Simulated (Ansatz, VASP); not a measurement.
# Sb: VASP beside Ansatz

Contents of INCAR:

```
PREC = Accurate
ENCUT = 600
EDIFF = 1E-6
ISMEAR = -1
SIGMA = 0.05
LREAL = False
LASPH = True
NELM = 80
ALGO = Normal
ISIF = 3
LWAVE = False
LCHARG = False
GGA = PS
IVDW = 12
IBRION = 2
NSW = 60
EDIFFG = -0.01
```

The input KPOINTS:

```
regular mesh
0
Gamma
  10 10 10
```

The input POSCAR:

```
Sb
1.0
   -1.8713408863      1.8713408863      1.8713408863
    1.8713408863     -1.8713408863      1.8713408863
    1.8713408863      1.8713408863     -1.8713408863
Sb
1
Direct
    0.0000000000      0.0000000000      0.0000000000
```

File input.yaml:

```yaml
crystal:
  lattice:
    - [-1.8713408863, 1.8713408863, 1.8713408863]
    - [1.8713408863, -1.8713408863, 1.8713408863]
    - [1.8713408863, 1.8713408863, -1.8713408863]
  atoms:
    - { symbol: Sb, position: [0.0, 0.0, 0.0] }
hamiltonian:
  xc: pbesol
  pseudopotentials: { kind: paw }
  dispersion: d3bj
kpoints:
  mp_grid: { grid: [10, 10, 10] }
scf:
  occupations: { method: fermi_dirac, width: 0.05 }
output:
  forces: true
  stress: true
  eigenvalues: true
  write_density: true
  write_potential: true
  elf: true
  volumetric_format: npy
relax:
  f_tol: 0.01
  max_steps: 40
  cell: { stress_tol: 0.05 }
```

Alike in both runs: task relaxation of cell and atoms; functional PBEsol; dispersion D3(BJ); k mesh 10 × 10 × 10; occupations fermi-dirac, width 0.05 eV; no spin polarisation.

|  | VASP | Ansatz |
| --- | --- | --- |
| version | VASP 6.6.1 | Ansatz 0.2.0 |
| potentials or method | VASP PAW PBE potentials, release 64 (Sb) | Ansatz PAW |
| plane-wave cutoff (eV) | 600 | 420 |
| valence electrons in the cell | 5 | 15 |

```csv
,VASP,Ansatz,Ansatz less VASP
"gap on the k mesh at the Fermi level, each at its own relaxed structure (eV)",none,none,-
relaxed volume (Å³/atom),24.95,24.93,-0.017
relaxed cell length with the largest relative difference (Å),3.188,3.188,-0.0007
```

VASP's potentials were made for PBE, not for PBEsol. A gap of «none» marks a metal or a gap that the smearing closes. VASP's potentials hold 5 valence electrons a cell and Ansatz's 15, so a difference there can come from the potentials and not from the codes.

Neither program's run includes spin-orbit coupling. Noted on Ansatz's run: the plane-wave basis is chosen anew once the cell has moved, so the energies of steps on either side of that aren't comparable.
